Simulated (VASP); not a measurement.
Write the native input for VASP 6.6.1 that does the following.

| Quantity | Value |
| --- | --- |
| Task | electric field gradients |
| Functional | PBEsol |
| Potentials or basis | VASP PAW PBE potentials, release 64 (Se) |
| Cutoff | 520 eV |
| k mesh | 6 × 6 × 6 |
| Occupations | fermi-dirac, width 0.01 eV |
| Spin | no spin polarisation |
| Dipole correction | no |
| Further INCAR settings | ALGO = Normal; EDIFF = 1e-08; NBANDS = 27 |

The structure of Se lies in POSCAR:

```
Se
1.0
    5.6042201815      3.2355980303      1.4563771487
   -5.6042201815      3.2355980303      1.4563771487
    0.0000000000     -6.4711960608      1.4563771487
Se
6
Direct
    0.2806600000      0.1625100000      0.9181800000
    0.9181800000      0.2806600000      0.1625100000
    0.1625100000      0.9181800000      0.2806600000
    0.7193400000      0.8374900000      0.0818200000
    0.0818200000      0.7193400000      0.8374900000
    0.8374900000      0.0818200000      0.7193400000
```

These files were run (other wordings do the same):

INCAR

```
PREC     = Accurate       # precision mode
ENCUT    = 520            # plane-wave cutoff, eV
EDIFF    = 1E-8           # SCF threshold, eV
ISMEAR   = -1             # smearing method
SIGMA    = 0.01           # smearing width, eV
LREAL    = False          # projectors in reciprocal space
LASPH    = True           # aspherical terms in the spheres
NELM     = 60             # most SCF steps
ALGO     = Normal         # electronic algorithm
ISIF     = 2              # what is computed and relaxed
LWAVE    = False          # write WAVECAR
LCHARG   = False          # write CHGCAR
GGA      = PS             # functional
LEFG     = True         
NBANDS   = 27             # bands
```

KPOINTS

```
regular mesh
0
Gamma
  6 6 6
```

Potentials or basis: VASP PAW PBE potentials, release 64 (Se).

The run is started by

```sh
$ cat potpaw_PBE.64/Se/POTCAR > POTCAR
$ mpirun -np 1 vasp_std > vasp.out
```

Results of the run:

```json
{"Pressure": "2.8 GPa", "Largest force": "0.888 eV/Å", "Band gap on the k mesh": "1.20 eV (least direct gap 1.43 eV)", "Largest electric field gradient by atom": "Se -531.2 V/Å²"}
```

Caveat: this functional lacks dispersion, which holds the molecules together, so the pressure and a relaxed volume are unreliable; without QUAD_EFG the Cq values of the log hold for a quadrupole moment of 1 mb, not for the nuclei; the PAW data sets were made with another functional, which shifts forces and pressure a little.

Wall time 2.9 min on 1 thread of Intel(R) Xeon(R) Platinum 8559C (Emerald Rapids), with other jobs on the host, peak memory 0.39 GiB.
